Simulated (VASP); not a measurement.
# ZrH (P4_2/mmc) in VASP: a series of runs

ZrH is run at these levels: PBEsol; tasks: single point.

Program: VASP 6.6.1. These are calculated values, not measurements. Logs are shortened: lines on timing, memory, paths and dates and some standing lists are left out, and cuts for length are marked.

## Step 1: The cell of the first run

The structure is tetragonal, space group P4_2/mmc (No. 131). Conventional cell: a = 3.254 Å, b = 3.254 Å, c = 4.885 Å, α = 90.00°, β = 90.00°, γ = 90.00°. Zr (site symmetry mmm) has 4 H at 2.03 Å within 2.7 Å. H (site symmetry -4m2) has 4 Zr at 2.03 Å and 2 H at 2.44 Å within 2.7 Å.

## Step 2: Single point, PBEsol (biaxial strain in the a-b plane: +2.0 %, then relaxed in part)

The input, INCAR:

```
ALGO = Fast ; EDIFF = 1E-6
ENCUT = 520 ; GGA = PS
ISIF = 2 ; ISMEAR = 0
LASPH = True ; LCHARG = False
LREAL = False ; LWAVE = False
NBANDS = 21 ; NELM = 100
PREC = Accurate ; SIGMA = 0.1
```

The input, KPOINTS:

```
k-points
0
Gamma
  16 16 10
```

The input, POSCAR:

```
ZrH
1.0
    3.2540818519      0.0000000000      0.0000000000
    0.0000000000      3.2540818519      0.0000000000
    0.0000000000      0.0000000000      4.8853279838
Zr H
2 2
Direct
    0.0000000000      0.5000000000      0.0000000000
    0.5000000000      0.0000000000      0.5000000000
    0.0000000000      0.0000000000      0.7500000000
    0.0000000000      0.0000000000      0.2500000000
```

Potentials or basis: VASP PAW PBE potentials, release 64 (Zr_sv, H).

Command:

```
> cat potpaw_PBE.64/Zr_sv/POTCAR potpaw_PBE.64/H/POTCAR > POTCAR
> mpirun -np 1 vasp_std > vasp.out
```

OUTCAR:

```text
EDIFF = 1E-6
   ENCUT = 520
   GGA = PS
   ISIF = 2
   ISMEAR = 0
   LASPH = True
   LREAL = False
   NELM = 100
   PREC = Accurate

 ion  position               nearest neighbor table
   1  0.000  0.500  0.000-   3 2.03   4 2.03   3 2.03   4 2.03   2 3.36   2 3.36   2 3.36   2 3.36
                             2 3.36   2 3.36   2 3.36   2 3.36
   2  0.500  0.000  0.500-   3 2.03   4 2.03   3 2.03   4 2.03   1 3.36   1 3.36   1 3.36   1 3.36
                             1 3.36   1 3.36   1 3.36   1 3.36
   3  0.000  0.000  0.750-   1 2.03   2 2.03   1 2.03   2 2.03
   4  0.000  0.000  0.250-   1 2.03   2 2.03   1 2.03   2 2.03

  LATTYP: Found a simple tetragonal cell.
 ALAT       =     3.2540818519
 C/A-ratio  =     1.5012922865

  Lattice vectors:

 A1 = (   3.2540818519,   0.0000000000,   0.0000000000)
 A2 = (   0.0000000000,   3.2540818519,   0.0000000000)
 A3 = (   0.0000000000,   0.0000000000,   4.8853279838)

Analysis of symmetry for initial positions (statically):
=====================================================================
 Subroutine PRICEL returns:
 Original cell was already a primitive cell.

 Routine SETGRP: Setting up the symmetry group for a
 simple tetragonal supercell.

 Subroutine GETGRP returns: Found 16 space group operations
 (whereof  8 operations were pure point group operations)
 out of a pool of 16 trial point group operations.

The static configuration has the point symmetry D_2h.
 The point group associated with its full space group is D_4h.

Analysis of symmetry for dynamics (positions and initial velocities):
=====================================================================
 Subroutine PRICEL returns:
 Original cell was already a primitive cell.

 Routine SETGRP: Setting up the symmetry group for a
 simple tetragonal supercell.

 Subroutine GETGRP returns: Found 16 space group operations
 (whereof  8 operations were pure point group operations)
 out of a pool of 16 trial point group operations.

The dynamic configuration has the point symmetry D_2h.
 The point group associated with its full space group is D_4h.

 Subroutine INISYM returns: Found 16 space group operations
 (whereof  8 operations are pure point group operations),
 and found     1 'primitive' translations

----------------------------------------------------------------------------------------

                                     Primitive cell

  volume of cell :      51.7310

  direct lattice vectors                    reciprocal lattice vectors
     3.254081852  0.000000000  0.000000000     0.307306345  0.000000000  0.000000000
     0.000000000  3.254081852  0.000000000     0.000000000  0.307306345  0.000000000
     0.000000000  0.000000000  4.885327984     0.000000000  0.000000000  0.204694547

  length of vectors
     3.254081852  3.254081852  4.885327984     0.307306345  0.307306345  0.204694547

  position of ions in fractional coordinates (direct lattice)
     0.000000000  0.500000000  0.000000000
     0.500000000  0.000000000  0.500000000
     0.000000000  0.000000000  0.750000000
     0.000000000  0.000000000  0.250000000

  ion indices of the primitive-cell ions
   primitive index   ion index
                 1           1
                 2           2
                 3           3
                 4           4

----------------------------------------------------------------------------------------

 KPOINTS: k-points

Automatic generation of k-mesh.
 Grid dimensions read from file:
 generate k-points for:   16   16   10

 Generating k-lattice:

  Cartesian coordinates                     Fractional coordinates (reciprocal lattice)
     0.019206647  0.000000000  0.000000000     0.062500000  0.000000000  0.000000000
     0.000000000  0.019206647  0.000000000     0.000000000  0.062500000  0.000000000
     0.000000000  0.000000000  0.020469455     0.000000000  0.000000000  0.100000000

  Length of vectors
     0.019206647  0.019206647  0.020469455

  Shift w.r.t. Gamma in fractional coordinates (k-lattice)
     0.000000000  0.000000000  0.000000000

 Subroutine IBZKPT returns following result:
 ===========================================

 Found    270 irreducible k-points:

 Following reciprocal coordinates:
            Coordinates               Weight
  0.000000  0.000000  0.000000      1.000000
  0.062500  0.000000  0.000000      4.000000
  0.125000  0.000000  0.000000      4.000000
  0.187500  0.000000  0.000000      4.000000
  0.250000  0.000000  0.000000      4.000000
  0.312500  0.000000  0.000000      4.000000
[... 16 lines left out ...]
  0.437500  0.125000  0.000000      8.000000
  0.500000  0.125000  0.000000      4.000000
 [... further k-points ...]
   k-points           NKPTS =    270   k-points in BZ     NKDIM =    270   number of bands    NBANDS=     21
   number of dos      NEDOS =    301   number of ions     NIONS =      4
   total plane-waves  NPLWV =  20736
   dimension x,y,z NGX =    24 NGY =   24 NGZ =   36
   dimension x,y,z NGXF=    48 NGYF=   48 NGZF=   72
   ions per type =               2   2
   NGX,Y,Z   is equivalent  to a cutoff of  12.26, 12.26, 12.25 a.u.
   NGXF,Y,Z  is equivalent  to a cutoff of  24.52, 24.52, 24.50 a.u.
 SYSTEM =  unknown system
   PREC   = accura    normal or accurate (medium, high low for compatibility)
   ISTART =      0    job   : 0-new  1-cont  2-samecut
   ICHARG =      2    charge: 1-file 2-atom 10-const
   ISPIN  =      1    spin polarized calculation?
   LNONCOLLINEAR =      F non collinear calculations
   LSORBIT =      F    spin-orbit coupling
   LASPH  =      T    aspherical Exc in radial PAW
   ENCUT  =  520.0 eV  38.22 Ry    6.18 a.u.   6.05  6.05  9.08*2*pi/ulx,y,z
   NELM   =    100;   NELMIN=  2; NELMDL= -5     # of ELM steps
   EDIFF  = 0.1E-05   stopping-criterion for ELM
   LREAL  =      F    real-space projection
   EDIFFG = 0.1E-04   stopping-criterion for IOM
   NSW    =      0    number of steps for IOM
   IBRION =     -1    ionic relax: 0-MD 1-quasi-New 2-CG
   NFREE  =      0    steps in history (QN), initial steepest desc. (CG)
   ISIF   =      2    stress and relaxation
   ISYM   =      2    0-nonsym 1-usesym 2-fastsym
   POTIM  = 0.5000    time-step for ionic-motion
   TEBEG  =    0.0;   TEEND  =   0.0 temperature during run
   PSTRESS=    0.0 pullay stress
   NELECT =      26.0000    total number of electrons
   NUPDOWN=      -1.0000    fix difference up-down
   EMIN   =  10.00;   EMAX   =-10.00  energy-range for DOS
   EFERMI =   0.00;   METHOD = LEGACY
   ISMEAR =     0;   SIGMA  =   0.10  broadening in eV -4-tet -1-fermi 0-gaus
   EFERMI_NEDOS =   21; number of points for ismear=-14 and -15
   IALGO  =     68    algorithm
   IMIX   =      4    mixing-type and parameters
     AMIX     =   0.40;   BMIX     =  1.00
     AMIX_MAG =   1.60;   BMIX_MAG =  1.00
  volume/ion in A,a.u.               =      12.93        87.27
  Fermi-wavevector in a.u.,A,eV,Ry     =   1.301615  2.459695 23.050996  1.694200
  Thomas-Fermi vector in A             =   2.432737
   LORBIT       =      0    0 simple, 1 ext, 2 COOP (PROOUT), +10 PAW based schemes
   GGA     = PS    functional components
   LHFCALC =     F    Hartree Fock is set to
   AEXX    =    0.0000 exact exchange contribution
   IVDW    =     0    specifies the selected vdW correction
   LEPSILON=     F    determine dielectric tensor
   LRPA    =     F    only Hartree local field effects (RPA)
 non-spin polarized calculation
 RMM-DIIS sequential band-by-band and
 Gauss-broadening in eV      SIGMA  =   0.10
  energy-cutoff  :      520.00
  volume of cell :       51.73
 maximum number of plane-waves:      1424
   NGX = 13   NGY = 13   NGZ = 19

 number of electron      25.9999995 magnetization

 Free energy of the ion-electron system (eV)
  ---------------------------------------------------
  ext. energy  EPLUGINS =         0.00000000
  ---------------------------------------------------
  free energy    TOTEN  =       -26.64778690 eV

  energy without entropy =      -26.63754536  energy(sigma->0) =      -26.64266613

 E-fermi :   8.2039     XC(G=0): -11.1882

 val. band max:        8.2023440798   @ k =   0.1875   0.0000   0.2000
 cond. band min:       8.2067653338   @ k =   0.4375   0.0000   0.1000
 fundamental gap:      0.0044212540
 Fermi energy:         8.2038601890

 k-point     1 :       0.0000    0.0000    0.0000
  band No.  band energies     occupation
      1     -40.6343      2.00000
      2     -40.5191      2.00000
      3     -19.0411      2.00000
      4     -18.5510      2.00000
      5     -18.5510      2.00000
      6     -18.3175      2.00000
[... 13 lines left out ...]
     20      12.9559      0.00000
     21      14.4343      0.00000

 k-point     2 :       0.0625    0.0000    0.0000
  band No.  band energies     occupation
      1     -40.6316      2.00000
      2     -40.5186      2.00000
      3     -19.0321      2.00000
      4     -18.5698      2.00000
      5     -18.5478      2.00000
      6     -18.3220      2.00000
[... 13 lines left out ...]
     20      12.9187      0.00000
     21      14.7289      0.00000

 k-point     3 :       0.1250    0.0000    0.0000
  band No.  band energies     occupation
      1     -40.6239      2.00000
      2     -40.5174      2.00000
      3     -19.0056      2.00000
      4     -18.6232      2.00000
      5     -18.5385      2.00000
      6     -18.3783      2.00000
[... 13 lines left out ...]
     20      12.9921      0.00000
     21      15.4307      0.00000
[... 457 lines left out ...]
 k-point    23 :       0.4375    0.1250    0.0000
  band No.  band energies     occupation
      1     -40.5416      2.00000
      2     -40.5201      2.00000
      3     -19.0254      2.00000
      4     -18.7881      2.00000
      5     -18.6806      2.00000
      6     -18.5444      2.00000
[... 13 lines left out ...]
     20      14.0917      0.00000
     21      15.9062      0.00000

 k-point    24 :       0.5000    0.1250    0.0000
  band No.  band energies     occupation
      1     -40.5319      2.00000
      2     -40.5266      2.00000
      3     -19.0437      2.00000
      4     -18.8055      2.00000
      5     -18.6270      2.00000
      6     -18.5934      2.00000
[... 13 lines left out ...]
     20      13.6832      0.00000
     21      16.1409      0.00000

 [... further k-points ...]

------------------------ aborting loop because EDIFF is reached ----------------------------------------

  FORCE on cell =-STRESS in cart. coord.  units (eV):
  Direction    XX          YY          ZZ          XY          YZ          ZX
  --------------------------------------------------------------------------------------
  -------------------------------------------------------------------------------------
  Total       -0.8516006     -0.8516006      0.0098821      0.0000000      0.0000000      0.0000000
  in kB      -26.3752077    -26.3752077      0.3060626      0.0000000      0.0000000      0.0000000
  external PRESSURE =     -17.4814509 kB  Pullay stress =       0.0000000 kB

 VOLUME and BASIS-vectors are now :
 -----------------------------------------------------------------------------
  energy-cutoff  :      520.00
  volume of cell :       51.73
      direct lattice vectors                 reciprocal lattice vectors
     3.254081852  0.000000000  0.000000000     0.307306345  0.000000000  0.000000000
     0.000000000  3.254081852  0.000000000     0.000000000  0.307306345  0.000000000
     0.000000000  0.000000000  4.885327984     0.000000000  0.000000000  0.204694547

 POSITION                                       TOTAL-FORCE (eV/Angst)
 -----------------------------------------------------------------------------------
      0.00000      1.62704      0.00000         0.000000      0.000000      0.000000
      1.62704      0.00000      2.44266         0.000000      0.000000      0.000000
      0.00000      0.00000      3.66400         0.000000     -0.000000     -0.000000
      0.00000      0.00000      1.22133        -0.000000     -0.000000      0.000000
 -----------------------------------------------------------------------------------
    total drift:                                0.000000      0.000000     -0.000000

  FREE ENERGIE OF THE ION-ELECTRON SYSTEM (eV)
  ---------------------------------------------------
  free  energy   TOTEN  =       -26.6477869049 eV

  energy  without entropy=      -26.6375453568  energy(sigma->0) =      -26.64266613
```

It took 6 min on 1 thread of Oxide Virtual Turin-like, shared host; peak memory 0.32 GiB.

Results:

```
Free energy            : -26.6478 eV
Pressure               : -1.7 GPa
Band gap on the k mesh : zero (bands 13 and 14 overlap by 1.05 eV)
```

Stress tensor (GPa, compression positive):
```
-2.64  0.00  0.00
 0.00 -2.64  0.00
 0.00  0.00  0.03
```

Caveat: the cell differs from its parent crystal (biaxial strain in the a-b plane: +2.0 %, then relaxed in part); the PAW data sets were made with another functional, which shifts forces and pressure a little.

## Step 3: Single point, PBEsol (biaxial strain in the a-b plane: +2.0 %)

The input, INCAR:

```
SYSTEM = ZrH
PREC = Accurate
ENCUT = 520
EDIFF = 1E-6
ISMEAR = 0
SIGMA = 0.1
LREAL = .False.
LASPH = .True.
NELM = 80
ALGO = Fast
ISIF = 2
LWAVE = .False.
LCHARG = .False.
GGA = PS
NBANDS = 21
```

The input, KPOINTS:

```
Automatic mesh
0
Gamma
  16 16 10
  0 0 0
```

Edit POSCAR of step 2 so:

```diff
@@ -4,3 +4,3 @@
     0.0000000000      3.2540818519      0.0000000000
-    0.0000000000      0.0000000000      4.8853279838
+    0.0000000000      0.0000000000      4.9306211955
 Zr H
```

Potentials or basis: VASP PAW PBE potentials, release 64 (Zr_sv, H).

Command:

```
> cat potpaw_PBE.64/Zr_sv/POTCAR potpaw_PBE.64/H/POTCAR > POTCAR
> mpirun -np 1 vasp_std > vasp.out
```

Wall time 5.1 min (1 thread of Oxide Virtual Turin-like, shared host); peak memory 0.32 GiB.

Results (log left out):

* Free energy: -26.6460 eV
* Pressure: -2.9 GPa
* Band gap on the k mesh: zero (bands 13 and 14 overlap by 0.99 eV)

Stress tensor (GPa, compression positive):
```
-3.53  0.00  0.00
 0.00 -3.53  0.00
 0.00  0.00 -1.56
```

Levels at points of the mesh, in eV from the Fermi level:
```tsv
k point	band 11	band 12	band 13	band 14	band 15	band 16
(0.00, 0.00, 0.00)	-3.02	-2.91	0.07	0.62	0.62	2.33
(0.50, 0.00, 0.00)	-1.98	-0.72	-0.60	-0.26	1.63	1.88
(0.50, 0.50, 0.00)	-2.93	-2.93	-1.88	2.77	4.01	4.34
(0.00, 0.00, 0.50)	-1.73	-1.73	0.06	0.06	1.72	1.72
(0.50, 0.00, 0.50)	-2.77	-0.14	0.28	0.51	0.51	1.02
(0.50, 0.50, 0.50)	-1.96	-1.96	-0.33	-0.33	1.59	1.59
```

Caveat: the cell differs from its parent crystal (biaxial strain in the a-b plane: +2.0 %); the PAW data sets were made with another functional, which shifts forces and pressure a little.

[end of part 1 of 2]
